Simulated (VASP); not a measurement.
# LiH (Fm-3m) in VASP: single point with PBE

Aim: the single point of LiH with PBE.

Everything below comes from runs of VASP 6.6.1. Logs are shortened: lines on timing, memory, paths and dates and some standing lists are left out, and cuts for length are marked.

### 1 The cell of the first run

It takes space group Fm-3m (No. 225, cubic). The conventional cell has a = 4.073 Å, b = 4.073 Å, c = 4.073 Å, α = 90.00°, β = 90.00°, γ = 90.00°. Within 2.7 Å of Li (site symmetry m-3m) lie 6 H at 2.04 Å. H (site symmetry m-3m) has 6 Li at 2.04 Å within 2.7 Å.

### 2 Single point, PBE

Contents of INCAR:

```
PREC = Accurate ; ENCUT = 750
EDIFF = 1E-6 ; ISMEAR = -1
SIGMA = 0.05 ; LREAL = False
LASPH = True ; NELM = 120
ALGO = Normal ; ISIF = 2
LWAVE = False ; LCHARG = False
GGA = PE ; NBANDS = 9
GGA_COMPAT = False
```

Contents of KPOINTS:

```
Automatic mesh
0
Gamma
  7 7 7
```

Contents of POSCAR:

```
LiH
1.0
    2.8803990000      0.0000000000      0.0000000000
    1.4401995000      2.4944987070      0.0000000000
    1.4401995000      0.8314995690      2.3518359352
Li H
1 1
Direct
    0.0000000000      0.0000000000      0.0000000000
    0.5000000000      0.5000000000      0.5000000000
```

Potentials or basis: VASP PAW PBE potentials, release 64 (Li_sv, H).

On the command line:

```
$ cat potpaw_PBE.64/Li_sv/POTCAR potpaw_PBE.64/H/POTCAR > POTCAR
$ mpirun -np 1 vasp_std > vasp.out
```

OUTCAR:

```text
PREC = Accurate
   ENCUT = 750
   EDIFF = 1E-6
   ISMEAR = -1
   LREAL = False
   LASPH = True
   NELM = 120
   ISIF = 2
   GGA = PE

 ion  position               nearest neighbor table
   1  0.000  0.000  0.000-
   2  0.500  0.500  0.500-

  LATTYP: Found a face centered cubic cell.
 ALAT       =     4.0734993308

  Lattice vectors:

 A1 = (   2.8803990000,   0.0000000000,   0.0000000000)
 A2 = (   1.4401995000,   2.4944987070,   0.0000000000)
 A3 = (   1.4401995000,   0.8314995690,   2.3518359352)

Analysis of symmetry for initial positions (statically):
=====================================================================
 Subroutine PRICEL returns:
 Original cell was already a primitive cell.

 Routine SETGRP: Setting up the symmetry group for a
 face centered cubic supercell.

 Subroutine GETGRP returns: Found 48 space group operations
 (whereof 48 operations were pure point group operations)
 out of a pool of 48 trial point group operations.

The static configuration has the point symmetry O_h .

Analysis of symmetry for dynamics (positions and initial velocities):
=====================================================================
 Subroutine PRICEL returns:
 Original cell was already a primitive cell.

 Routine SETGRP: Setting up the symmetry group for a
 face centered cubic supercell.

 Subroutine GETGRP returns: Found 48 space group operations
 (whereof 48 operations were pure point group operations)
 out of a pool of 48 trial point group operations.

The dynamic configuration has the point symmetry O_h .

 Subroutine INISYM returns: Found 48 space group operations
 (whereof 48 operations are pure point group operations),
 and found     1 'primitive' translations

----------------------------------------------------------------------------------------

                                     Primitive cell

  volume of cell :      16.8983

  direct lattice vectors                    reciprocal lattice vectors
     2.880399000  0.000000000  0.000000000     0.347174124 -0.200441074 -0.141733243
     1.440199500  2.494498707  0.000000000     0.000000000  0.400882148 -0.141733243
     1.440199500  0.831499569  2.351835935     0.000000000  0.000000000  0.425199728

  length of vectors
     2.880399000  2.880399000  2.880399000     0.425199728  0.425199728  0.425199728

  position of ions in fractional coordinates (direct lattice)
     0.000000000  0.000000000  0.000000000
     0.500000000  0.500000000  0.500000000

  ion indices of the primitive-cell ions
   primitive index   ion index
                 1           1
                 2           2

----------------------------------------------------------------------------------------

 KPOINTS: Automatic mesh

Automatic generation of k-mesh.
 Grid dimensions read from file:
 generate k-points for:    7    7    7

 Generating k-lattice:

  Cartesian coordinates                     Fractional coordinates (reciprocal lattice)
     0.049596303 -0.028634439 -0.020247606     0.142857143  0.000000000  0.000000000
     0.000000000  0.057268878 -0.020247606     0.000000000  0.142857143  0.000000000
     0.000000000  0.000000000  0.060742818     0.000000000  0.000000000  0.142857143

  Length of vectors
     0.060742818  0.060742818  0.060742818

  Shift w.r.t. Gamma in fractional coordinates (k-lattice)
     0.000000000  0.000000000  0.000000000

 Subroutine IBZKPT returns following result:
 ===========================================

 Found     20 irreducible k-points:

 Following reciprocal coordinates:
            Coordinates               Weight
  0.000000  0.000000  0.000000      1.000000
  0.142857  0.000000  0.000000      8.000000
  0.285714  0.000000  0.000000      8.000000
  0.428571  0.000000  0.000000      8.000000
  0.142857  0.142857  0.000000      6.000000
  0.285714  0.142857  0.000000     24.000000
[... 12 lines left out ...]
 -0.428571  0.428571  0.142857     24.000000
 -0.285714  0.428571  0.142857     24.000000
   k-points           NKPTS =     20   k-points in BZ     NKDIM =     20   number of bands    NBANDS=      9
   number of dos      NEDOS =    301   number of ions     NIONS =      2
   total plane-waves  NPLWV =  21952
   dimension x,y,z NGX =    28 NGY =   28 NGZ =   28
   dimension x,y,z NGXF=    56 NGYF=   56 NGZF=   56
   ions per type =               1   1
   NGX,Y,Z   is equivalent  to a cutoff of  16.16, 16.16, 16.16 a.u.
   NGXF,Y,Z  is equivalent  to a cutoff of  32.32, 32.32, 32.32 a.u.
 SYSTEM =  unknown system
   PREC   = accura    normal or accurate (medium, high low for compatibility)
   ISTART =      0    job   : 0-new  1-cont  2-samecut
   ICHARG =      2    charge: 1-file 2-atom 10-const
   ISPIN  =      1    spin polarized calculation?
   LNONCOLLINEAR =      F non collinear calculations
   LSORBIT =      F    spin-orbit coupling
   LASPH  =      T    aspherical Exc in radial PAW
   ENCUT  =  750.0 eV  55.12 Ry    7.42 a.u.   6.43  6.43  6.43*2*pi/ulx,y,z
   NELM   =    120;   NELMIN=  2; NELMDL= -5     # of ELM steps
   EDIFF  = 0.1E-05   stopping-criterion for ELM
   LREAL  =      F    real-space projection
   EDIFFG = 0.1E-04   stopping-criterion for IOM
   NSW    =      0    number of steps for IOM
   IBRION =     -1    ionic relax: 0-MD 1-quasi-New 2-CG
   NFREE  =      0    steps in history (QN), initial steepest desc. (CG)
   ISIF   =      2    stress and relaxation
   ISYM   =      2    0-nonsym 1-usesym 2-fastsym
   POTIM  = 0.5000    time-step for ionic-motion
   TEBEG  =    0.0;   TEEND  =   0.0 temperature during run
   PSTRESS=    0.0 pullay stress
   NELECT =       4.0000    total number of electrons
   NUPDOWN=      -1.0000    fix difference up-down
   EMIN   =  10.00;   EMAX   =-10.00  energy-range for DOS
   EFERMI =   0.00;   METHOD = LEGACY
   ISMEAR =    -1;   SIGMA  =   0.05  broadening in eV -4-tet -1-fermi 0-gaus
   EFERMI_NEDOS =   21; number of points for ismear=-14 and -15
   IALGO  =     38    algorithm
   IMIX   =      4    mixing-type and parameters
     AMIX     =   0.40;   BMIX     =  1.00
     AMIX_MAG =   1.60;   BMIX_MAG =  1.00
  volume/ion in A,a.u.               =       8.45        57.02
  Fermi-wavevector in a.u.,A,eV,Ry     =   1.012699  1.913724 13.953589  1.025560
  Thomas-Fermi vector in A             =   2.145824
   LORBIT       =      0    0 simple, 1 ext, 2 COOP (PROOUT), +10 PAW based schemes
   GGA     = PE    functional components
   LHFCALC =     F    Hartree Fock is set to
   AEXX    =    0.0000 exact exchange contribution
   IVDW    =     0    specifies the selected vdW correction
   LEPSILON=     F    determine dielectric tensor
   LRPA    =     F    only Hartree local field effects (RPA)
 non-spin polarized calculation
  energy-cutoff  :      750.00
  volume of cell :       16.90
 maximum number of plane-waves:       801
 NGX is ok and might be reduce to    28
   NGX = 13   NGY = 13   NGZ = 13

 number of electron       3.9999999 magnetization

 Free energy of the ion-electron system (eV)
  ---------------------------------------------------
  ext. energy  EPLUGINS =         0.00000000
  ---------------------------------------------------
  free energy    TOTEN  =        -6.12226570 eV

  energy without entropy =       -6.12226570  energy(sigma->0) =       -6.12226570

 E-fermi :   1.0386     XC(G=0):  -8.3586

 val. band max:       -0.2435982143   @ k =  -0.4286   0.4286  -0.0000
 cond. band min:       3.2458431771   @ k =  -0.4286   0.4286  -0.0000
 fundamental gap:      3.4894413914
 Fermi energy:         1.0385845385

 k-point     1 :       0.0000    0.0000    0.0000
  band No.  band energies     occupation
      1     -44.4620      2.00000
      2      -5.3894      2.00000
      3      15.3382      0.00000
      4      17.2744      0.00000
      5      17.2744      0.00000
      6      17.2744      0.00000
      7      21.9025      0.00000
      8      21.9025      0.00000
      9      21.9025      0.00000

 k-point     2 :       0.1429    0.0000    0.0000
  band No.  band energies     occupation
      1     -44.4548      2.00000
      2      -5.0372      2.00000
      3      12.7493      0.00000
      4      15.6933      0.00000
      5      16.6354      0.00000
      6      16.6354      0.00000
      7      21.5591      0.00000
      8      23.1896      0.00000
      9      23.1896      0.00000

 k-point     3 :       0.2857    0.0000    0.0000
  band No.  band energies     occupation
      1     -44.4386      2.00000
      2      -4.0459      2.00000
      3       8.2710      0.00000
      4      14.1243      0.00000
      5      15.9691      0.00000
      6      15.9691      0.00000
      7      20.7490      0.00000
      8      20.7490      0.00000
      9      23.3692      0.00000

 k-point     4 :       0.4286    0.0000    0.0000
  band No.  band energies     occupation
      1     -44.4255      2.00000
      2      -2.8589      2.00000
      3       5.1475      0.00000
      4      13.2363      0.00000
      5      15.8993      0.00000
      6      15.8994      0.00000
      7      18.7699      0.00000
      8      18.7699      0.00000
      9      25.7553      0.00000

 k-point     5 :       0.1429    0.1429    0.0000
  band No.  band energies     occupation
      1     -44.4525      2.00000
      2      -4.9090      2.00000
      3      13.2207      0.00000
      4      14.7276      0.00000
      5      14.7276      0.00000
      6      18.0258      0.00000
      7      18.1487      0.00000
      8      23.7199      0.00000
      9      25.5975      0.00000

 k-point     6 :       0.2857    0.1429    0.0000
  band No.  band energies     occupation
      1     -44.4393      2.00000
      2      -4.0902      2.00000
      3       9.6879      0.00000
      4      12.6873      0.00000
      5      13.5846      0.00000
      6      17.0385      0.00000
      7      19.4121      0.00000
      8      22.9886      0.00000
      9      25.2272      0.00000
[... 121 lines left out ...]
 k-point    17 :       0.4286    0.2857    0.1429
  band No.  band energies     occupation
      1     -44.4273      2.00000
      2      -3.0564      2.00000
      3       8.1331      0.00000
      4       8.9709      0.00000
      5      13.1050      0.00000
      6      16.7634      0.00000
      7      19.7055      0.00000
      8      23.5715      0.00000
      9      27.2357      0.00000

 k-point    18 :      -0.4286    0.2857    0.1429
  band No.  band energies     occupation
      1     -44.4177      2.00000
      2      -1.7708      2.00000
      3       5.4144      0.00000
      4       7.8560      0.00000
      5      12.4840      0.00000
      6      16.1456      0.00000
      7      22.2786      0.00000
      8      24.4130      0.00000
      9      26.8820      0.00000

 k-point    19 :      -0.4286    0.4286    0.1429
  band No.  band energies     occupation
      1     -44.4137      2.00000
      2      -0.8962      2.00000
      3       4.4833      0.00000
      4       7.5341      0.00000
      5      11.1631      0.00000
      6      16.7060      0.00000
      7      18.2873      0.00000
      8      27.3651      0.00000
      9      30.3795      0.00000

 k-point    20 :      -0.2857    0.4286    0.1429
  band No.  band energies     occupation
      1     -44.4126      2.00000
      2      -0.6192      2.00000
      3       4.6929      0.00000
      4       6.0816      0.00000
      5      11.5058      0.00000
      6      16.5072      0.00000
      7      22.2618      0.00000
      8      25.4471      0.00000
      9      26.8506      0.00000

------------------------ aborting loop because EDIFF is reached ----------------------------------------

  FORCE on cell =-STRESS in cart. coord.  units (eV):
  Direction    XX          YY          ZZ          XY          YZ          ZX
  --------------------------------------------------------------------------------------
  -------------------------------------------------------------------------------------
  Total       -0.1921954     -0.1921954     -0.1921954      0.0000000      0.0000000     -0.0000000
  in kB      -18.2226158    -18.2226158    -18.2226158      0.0000000      0.0000000     -0.0000000
  external PRESSURE =     -18.2226158 kB  Pullay stress =       0.0000000 kB

 VOLUME and BASIS-vectors are now :
 -----------------------------------------------------------------------------
  energy-cutoff  :      750.00
  volume of cell :       16.90
      direct lattice vectors                 reciprocal lattice vectors
     2.880399000  0.000000000  0.000000000     0.347174124 -0.200441074 -0.141733243
     1.440199500  2.494498707  0.000000000     0.000000000  0.400882148 -0.141733243
     1.440199500  0.831499569  2.351835935     0.000000000  0.000000000  0.425199728

 POSITION                                       TOTAL-FORCE (eV/Angst)
 -----------------------------------------------------------------------------------
      0.00000      0.00000      0.00000        -0.000000     -0.000000      0.000000
      2.88040      1.66300      1.17592         0.000000      0.000000      0.000000
 -----------------------------------------------------------------------------------
    total drift:                                0.000000      0.000000      0.000000

  FREE ENERGIE OF THE ION-ELECTRON SYSTEM (eV)
  ---------------------------------------------------
  free  energy   TOTEN  =        -6.1222657010 eV

  energy  without entropy=       -6.1222657010  energy(sigma->0) =       -6.12226570
```

It took 3.8 s on 1 thread of Intel Xeon Platinum 8559C (Emerald Rapids), shared host; peak memory 0.14 GiB.

What came out:

- Free energy: -6.1223 eV
- Pressure: -1.8 GPa
- Band gap on the k mesh: 3.49 eV, direct

Levels at points of the mesh, in eV from the valence-band top:
| k point | band 1 | band 2 | band 3 | band 4 | band 5 | band 6 | band 7 |
| --- | --- | --- | --- | --- | --- | --- | --- |
| (0.00, 0.00, 0.00) | -44.22 | -5.15 | 15.58 | 17.52 | 17.52 | 17.52 | 22.15 |

A k mesh can miss the band edges. As with any semilocal functional, this PBE gap is likely too small.
